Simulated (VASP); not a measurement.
Crystal: TaF3.

```
Ta F
1.0
     4.16665    0.00000    0.00000
     0.00000    4.16665    0.00000
     0.00000    0.00000    4.16665
Ta F
1 3
Direct
  0.00000 0.00000 0.00000
  0.00000 0.50000 0.00000
  0.50000 0.00000 0.00000
  0.00000 0.00000 0.50000
```

Base run:

* Program: VASP 6.6.1
* Functional: LDA
* Potentials or basis: VASP PAW LDA potentials, release 64 (Ta_pv, F)
* Cutoff: 520 eV
* k mesh: 6 × 6 × 6
* Occupations: fermi-dirac, width 0.1 eV
* Spin: no spin polarisation

Its results: band gap on the k mesh zero (band 16 reaches 3.76 eV, above the bottom of band 17 at 1.63 eV); pressure -9.6 GPa.

Task: The run is repeated on the same cell with these changes: functional from LDA to PBE; potentials or basis from VASP PAW LDA potentials, release 64 (Ta_pv, F) to VASP PAW PBE potentials, release 64 (Ta_pv, F). What comes out?

Result: Band gap on the k mesh zero (band 16 reaches 4.16 eV, above the bottom of band 17 at 2.09 eV); pressure -2.8 GPa.

Caveats: spin-orbit coupling is left out, which moves the levels of the heavy elements.
